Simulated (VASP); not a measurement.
Input of a VASP 6.6.1 run:

The input INCAR:

```
SYSTEM = BAs
PREC = Accurate
ENCUT = 520
EDIFF = 1E-6
ISMEAR = -1
SIGMA = 0.05
LREAL = .False.
LASPH = .True.
NELM = 100
ALGO = Normal
ISIF = 2
LWAVE = .False.
LCHARG = .False.
GGA = PE
ALDAC = 0.0
AGGAC = 0.0
NBANDS = 11
```

File KPOINTS:

```
regular mesh
0
Gamma
  10 10 10
  0 0 0
```

File POSCAR:

```
BAs
1.0
    0.0000000000      2.3724693156      2.3724693156
    2.3724693156      0.0000000000      2.3724693156
    2.3724693156      2.3724693156      0.0000000000
As B
1 1
Direct
    0.7500000000      0.7500000000      0.7500000000
    0.0000000000      0.0000000000      0.0000000000
```

Potentials or basis: VASP PAW PBE potentials, release 64 (As, B).

Launch:

```sh
$ cat potpaw_PBE.64/As/POTCAR potpaw_PBE.64/B/POTCAR > POTCAR
$ mpirun -np 1 vasp_std > vasp.out
```

(1) Predict the band gap on the k mesh.

(2) Estimate the pressure.

Answers

(1) 1.39 eV, indirect (least direct gap 3.38 eV).

(2) 21.5 GPa.
